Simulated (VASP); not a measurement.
# Be (P6_3/mmc) in VASP: notebook

Be is run at these levels: RPBE; tasks: single point.

All numbers are computed with VASP 6.6.1; they aren't measurements. Logs are shortened: lines on timing, memory, paths and dates and some standing lists are left out, and cuts for length are marked.

## 1. The cell of the first run

It takes space group P6_3/mmc (No. 194, hexagonal). Conventional cell: a = 2.223 Å, b = 2.223 Å, c = 3.489 Å, α = 90.00°, β = 90.00°, γ = 120.00°. Within 2.9 Å of Be (site symmetry -6m2) lie 12 Be at 2.17 to 2.22 Å.

## 2. Single point, RPBE (volume scaled by 0.92)

Input file INCAR:

```
PREC = Accurate
ENCUT = 520
EDIFF = 1E-6
ISMEAR = -1
SIGMA = 0.1
LREAL = False
LASPH = True
NELM = 80
ALGO = Normal
ISIF = 2
LWAVE = False
LCHARG = False
GGA = RP
NBANDS = 9
```

Input file KPOINTS:

```
Automatic mesh
0
Gamma
  26 26 14
```

Input file POSCAR:

```
Be
1.0
    2.2229647135      0.0000000000      0.0000000000
   -1.1114823568      1.9251439136      0.0000000000
    0.0000000000      0.0000000000      3.4887985342
Be
2
Direct
    0.3333333333      0.6666666667      0.2500000000
    0.6666666667      0.3333333333      0.7500000000
```

Potentials or basis: VASP PAW PBE potentials, release 64 (Be).

The run is started by

```
> cat potpaw_PBE.64/Be/POTCAR > POTCAR
> mpirun -np 1 vasp_std > vasp.out
```

OUTCAR:

```text
PREC = Accurate
   ENCUT = 520
   EDIFF = 1E-6
   ISMEAR = -1
   LREAL = False
   LASPH = True
   NELM = 80
   ISIF = 2
   GGA = RP

 ion  position               nearest neighbor table
   1  0.333  0.667  0.250-   2 2.17   2 2.17   2 2.17   2 2.17   2 2.17   2 2.17
   2  0.667  0.333  0.750-   1 2.17   1 2.17   1 2.17   1 2.17   1 2.17   1 2.17

  LATTYP: Found a hexagonal cell.
 ALAT       =     2.2229647135
 C/A-ratio  =     1.5694349591

  Lattice vectors:

 A1 = (   2.2229647135,   0.0000000000,   0.0000000000)
 A2 = (  -1.1114823568,   1.9251439136,   0.0000000000)
 A3 = (   0.0000000000,   0.0000000000,   3.4887985342)

Analysis of symmetry for initial positions (statically):
=====================================================================
 Subroutine PRICEL returns:
 Original cell was already a primitive cell.

 Routine SETGRP: Setting up the symmetry group for a
 hexagonal supercell.

 Subroutine GETGRP returns: Found 24 space group operations
 (whereof 12 operations were pure point group operations)
 out of a pool of 24 trial point group operations.

The static configuration has the point symmetry D_3d.
 The point group associated with its full space group is D_6h.

Analysis of symmetry for dynamics (positions and initial velocities):
=====================================================================
 Subroutine PRICEL returns:
 Original cell was already a primitive cell.

 Routine SETGRP: Setting up the symmetry group for a
 hexagonal supercell.

 Subroutine GETGRP returns: Found 24 space group operations
 (whereof 12 operations were pure point group operations)
 out of a pool of 24 trial point group operations.

The dynamic configuration has the point symmetry D_3d.
 The point group associated with its full space group is D_6h.

 Subroutine INISYM returns: Found 24 space group operations
 (whereof 12 operations are pure point group operations),
 and found     1 'primitive' translations

----------------------------------------------------------------------------------------

                                     Primitive cell

  volume of cell :      14.9304

  direct lattice vectors                    reciprocal lattice vectors
     2.222964714  0.000000000  0.000000000     0.449849696  0.259720843  0.000000000
    -1.111482357  1.925143914  0.000000000     0.000000000  0.519441686  0.000000000
     0.000000000  0.000000000  3.488798534     0.000000000  0.000000000  0.286631627

  length of vectors
     2.222964714  2.222964714  3.488798534     0.519441686  0.519441686  0.286631627

  position of ions in fractional coordinates (direct lattice)
     0.333333333  0.666666667  0.250000000
     0.666666667  0.333333333  0.750000000

  ion indices of the primitive-cell ions
   primitive index   ion index
                 1           1
                 2           2

----------------------------------------------------------------------------------------

 KPOINTS: Automatic mesh

Automatic generation of k-mesh.
 Grid dimensions read from file:
 generate k-points for:   26   26   14

 Generating k-lattice:

  Cartesian coordinates                     Fractional coordinates (reciprocal lattice)
     0.017301911  0.009989263  0.000000000     0.038461538  0.000000000  0.000000000
     0.000000000  0.019978526  0.000000000     0.000000000  0.038461538  0.000000000
     0.000000000  0.000000000  0.020473688     0.000000000  0.000000000  0.071428571

  Length of vectors
     0.019978526  0.019978526  0.020473688

  Shift w.r.t. Gamma in fractional coordinates (k-lattice)
     0.000000000  0.000000000  0.000000000

 Subroutine IBZKPT returns following result:
 ===========================================

 Found    560 irreducible k-points:

 Following reciprocal coordinates:
            Coordinates               Weight
  0.000000  0.000000  0.000000      1.000000
  0.038462 -0.000000  0.000000      6.000000
  0.076923 -0.000000  0.000000      6.000000
  0.115385  0.000000  0.000000      6.000000
  0.153846  0.000000  0.000000      6.000000
  0.192308  0.000000  0.000000      6.000000
[... 16 lines left out ...]
  0.346154  0.038462  0.000000     12.000000
  0.384615  0.038462  0.000000     12.000000
 [... further k-points ...]
   k-points           NKPTS =    560   k-points in BZ     NKDIM =    560   number of bands    NBANDS=      9
   number of dos      NEDOS =    301   number of ions     NIONS =      2
   total plane-waves  NPLWV =   9072
   dimension x,y,z NGX =    18 NGY =   18 NGZ =   28
   dimension x,y,z NGXF=    36 NGYF=   36 NGZF=   56
   ions per type =               2
   NGX,Y,Z   is equivalent  to a cutoff of  13.46, 13.46, 13.34 a.u.
   NGXF,Y,Z  is equivalent  to a cutoff of  26.92, 26.92, 26.68 a.u.
 SYSTEM =  unknown system
   PREC   = accura    normal or accurate (medium, high low for compatibility)
   ISTART =      0    job   : 0-new  1-cont  2-samecut
   ICHARG =      2    charge: 1-file 2-atom 10-const
   ISPIN  =      1    spin polarized calculation?
   LNONCOLLINEAR =      F non collinear calculations
   LSORBIT =      F    spin-orbit coupling
   LASPH  =      T    aspherical Exc in radial PAW
   ENCUT  =  520.0 eV  38.22 Ry    6.18 a.u.   4.13  4.13  6.49*2*pi/ulx,y,z
   NELM   =     80;   NELMIN=  2; NELMDL= -5     # of ELM steps
   EDIFF  = 0.1E-05   stopping-criterion for ELM
   LREAL  =      F    real-space projection
   EDIFFG = 0.1E-04   stopping-criterion for IOM
   NSW    =      0    number of steps for IOM
   IBRION =     -1    ionic relax: 0-MD 1-quasi-New 2-CG
   NFREE  =      0    steps in history (QN), initial steepest desc. (CG)
   ISIF   =      2    stress and relaxation
   ISYM   =      2    0-nonsym 1-usesym 2-fastsym
   POTIM  = 0.5000    time-step for ionic-motion
   TEBEG  =    0.0;   TEEND  =   0.0 temperature during run
   PSTRESS=    0.0 pullay stress
   NELECT =       4.0000    total number of electrons
   NUPDOWN=      -1.0000    fix difference up-down
   EMIN   =  10.00;   EMAX   =-10.00  energy-range for DOS
   EFERMI =   0.00;   METHOD = LEGACY
   ISMEAR =    -1;   SIGMA  =   0.10  broadening in eV -4-tet -1-fermi 0-gaus
   EFERMI_NEDOS =   21; number of points for ismear=-14 and -15
   IALGO  =     38    algorithm
   IMIX   =      4    mixing-type and parameters
     AMIX     =   0.40;   BMIX     =  1.00
     AMIX_MAG =   1.60;   BMIX_MAG =  1.00
  volume/ion in A,a.u.               =       7.47        50.38
  Fermi-wavevector in a.u.,A,eV,Ry     =   1.055369  1.994358 15.154216  1.113803
  Thomas-Fermi vector in A             =   2.190564
   LORBIT       =      0    0 simple, 1 ext, 2 COOP (PROOUT), +10 PAW based schemes
   GGA     = RP    functional components
   LHFCALC =     F    Hartree Fock is set to
   AEXX    =    0.0000 exact exchange contribution
   IVDW    =     0    specifies the selected vdW correction
   LEPSILON=     F    determine dielectric tensor
   LRPA    =     F    only Hartree local field effects (RPA)
 non-spin polarized calculation
  energy-cutoff  :      520.00
  volume of cell :       14.93
 maximum number of plane-waves:       418
 NGX is ok and might be reduce to    18
   NGX =  9   NGY =  9   NGZ = 13

 number of electron       4.0000000 magnetization

 Free energy of the ion-electron system (eV)
  ---------------------------------------------------
  ext. energy  EPLUGINS =         0.00000000
  ---------------------------------------------------
  free energy    TOTEN  =        -6.98921028 eV

  energy without entropy =       -6.98631757  energy(sigma->0) =       -6.98776393

 E-fermi :   7.6605     XC(G=0): -10.7965

 val. band max:        7.6177405412   @ k =   0.3462   0.0000   0.0000
 cond. band min:       7.6956969166   @ k =   0.2692   0.1923   0.0714
 fundamental gap:      0.0779563754
 Fermi energy:         7.6605228841

 k-point     1 :       0.0000    0.0000    0.0000
  band No.  band energies     occupation
      1      -4.1212      2.00000
      2       2.9914      2.00000
      3       8.9267      0.00001
      4      24.4256      0.00000
      5      24.4256      0.00000
      6      27.4102      0.00000
      7      27.4102      0.00000
      8      29.8265      0.00000
      9      35.5410      0.00000

 k-point     2 :       0.0385   -0.0000    0.0000
  band No.  band energies     occupation
      1      -4.0776      2.00000
      2       3.0493      2.00000
      3       8.9382      0.00001
      4      24.0283      0.00000
      5      24.1087      0.00000
      6      27.4248      0.00000
      7      27.6070      0.00000
      8      29.7388      0.00000
      9      34.7095      0.00000

 k-point     3 :       0.0769   -0.0000    0.0000
  band No.  band energies     occupation
      1      -3.9467      2.00000
      2       3.2229      2.00000
      3       8.9712      0.00000
      4      22.9762      0.00000
      5      23.3832      0.00000
      6      27.4415      0.00000
      7      27.9489      0.00000
      8      29.4527      0.00000
      9      33.3114      0.00000

 k-point     4 :       0.1154    0.0000    0.0000
  band No.  band energies     occupation
      1      -3.7284      2.00000
      2       3.5120      2.00000
      3       9.0211      0.00000
      4      21.5354      0.00000
      5      22.5220      0.00000
      6      27.4182      0.00000
      7      28.1309      0.00000
      8      28.9019      0.00000
      9      31.7146      0.00000
[... 205 lines left out ...]
 k-point    22 :       0.3077    0.0385    0.0000
  band No.  band energies     occupation
      1      -0.9371      2.00000
      2       7.1702      1.98526
      3       8.2606      0.00494
      4      14.3177      0.00000
      5      18.2066      0.00000
      6      20.6393      0.00000
      7      22.3444      0.00000
      8      26.2862      0.00000
      9      28.4760      0.00000

 k-point    23 :       0.3462    0.0385    0.0000
  band No.  band energies     occupation
      1      -0.1643      2.00000
      2       7.4318      1.81561
      3       8.1736      0.01176
      4      14.0855      0.00000
      5      17.6964      0.00000
      6      18.8652      0.00000
      7      21.1641      0.00000
      8      25.9654      0.00000
      9      28.4800      0.00000

 k-point    24 :       0.3846    0.0385    0.0000
  band No.  band energies     occupation
      1       0.6737      2.00000
      2       6.4264      1.99999
      3       9.2583      0.00000
      4      14.1891      0.00000
      5      17.1831      0.00000
      6      17.2318      0.00000
      7      20.1860      0.00000
      8      25.7147      0.00000
      9      28.4959      0.00000

 [... further k-points ...]
[... 5 lines left out ...]
  --------------------------------------------------------------------------------------
  -------------------------------------------------------------------------------------
  Total        0.9748658      0.9748658      1.2353199     -0.0000000      0.0000000     -0.0000000
  in kB      104.6125406    104.6125406    132.5617855     -0.0000000      0.0000000     -0.0000000
  external PRESSURE =     113.9289556 kB  Pullay stress =       0.0000000 kB

 VOLUME and BASIS-vectors are now :
 -----------------------------------------------------------------------------
  energy-cutoff  :      520.00
  volume of cell :       14.93
      direct lattice vectors                 reciprocal lattice vectors
     2.222964714  0.000000000  0.000000000     0.449849696  0.259720843  0.000000000
    -1.111482357  1.925143914  0.000000000     0.000000000  0.519441686  0.000000000
     0.000000000  0.000000000  3.488798534     0.000000000  0.000000000  0.286631627

 POSITION                                       TOTAL-FORCE (eV/Angst)
 -----------------------------------------------------------------------------------
     -0.00000      1.28343      0.87220         0.000000     -0.000000      0.000000
      1.11148      0.64171      2.61660        -0.000000      0.000000      0.000000
 -----------------------------------------------------------------------------------
    total drift:                                0.000000     -0.000000      0.000000

  FREE ENERGIE OF THE ION-ELECTRON SYSTEM (eV)
  ---------------------------------------------------
  free  energy   TOTEN  =        -6.9892102797 eV

  energy  without entropy=       -6.9863175733  energy(sigma->0) =       -6.98776393
```

It took 38 s on 1 thread of Intel Xeon 6975P-C, shared host; peak memory 0.18 GiB.

Results:

```
Free energy            : -6.9892 eV
Pressure               : 11.4 GPa
Band gap on the k mesh : zero (band 2 reaches 8.74 eV, above the bottom of band 3 at 6.97 eV)
```

Levels at points of the mesh, in eV from the Fermi level:
```
           k point  band 1  band 2  band 3  band 4  band 5  band 6  band 7
(0.00, 0.00, 0.00)  -11.78   -4.67    1.27   16.77   16.77   19.75   19.75
(0.50, 0.00, 0.00)   -5.30   -3.28    3.76    6.64    7.15    9.80   10.51
(0.00, 0.00, 0.50)   -9.55   -9.55   11.27   11.27   18.54   18.54   18.54
(0.50, 0.00, 0.50)   -3.85   -3.85    1.65    1.65   12.55   12.55   16.26
```

Caveat: the PAW data sets were made with another functional, which shifts forces and pressure a little.

[end of part 1 of 3]
